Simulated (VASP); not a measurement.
Wanted: the native input for a VASP 6.6.1 run.

- Task: single point
- Functional: PBEsol
- Potentials or basis: VASP PAW PBE potentials, release 64 (Al)
- Cutoff: 500 eV
- k mesh: 17 × 17 × 9
- Occupations: gaussian, width 0.1 eV
- Spin: no spin polarisation
- Dipole correction: no
- Further INCAR settings: ALGO = Normal; EDIFF = 1e-06; NBANDS = 10

The structure of Al lies in POSCAR:

```
Al
1.0
    2.8507010643      0.0000000000      0.0000000000
   -1.4253505322      2.4687795403      0.0000000000
    0.0000000000      0.0000000000      4.6354331293
Al
2
Direct
    0.3333333333      0.6666666667      0.2500000000
    0.6666666667      0.3333333333      0.7500000000
```

This isn't the form of Al at room conditions, which is fcc.

The input as run:

INCAR

```
SYSTEM = Al
ALGO = Normal
EDIFF = 1E-6
ENCUT = 500
GGA = PS
GGA_COMPAT = .False.
ISIF = 2
ISMEAR = 0
LASPH = .True.
LCHARG = .False.
LREAL = .False.
LWAVE = .False.
NBANDS = 10
NELM = 120
PREC = Accurate
SIGMA = 0.1
```

KPOINTS

```
k-points
0
Gamma
  17 17 9
  0 0 0
```

Potentials or basis: VASP PAW PBE potentials, release 64 (Al).

The run is started by

```sh
$ cat potpaw_PBE.64/Al/POTCAR > POTCAR
$ mpirun -np 1 vasp_std > vasp.out
```

It gave:

```json
{
 "Pressure": "0.0 GPa",
 "Band gap on the k mesh": "zero (bands 3 and 4 overlap by 6.41 eV)"
}
```

Caveat: the PAW data sets were made with another functional, which shifts forces and pressure a little.

It took 24 s on 1 thread of Intel Xeon 8259CL, on a shared host, peak memory 0.17 GiB.
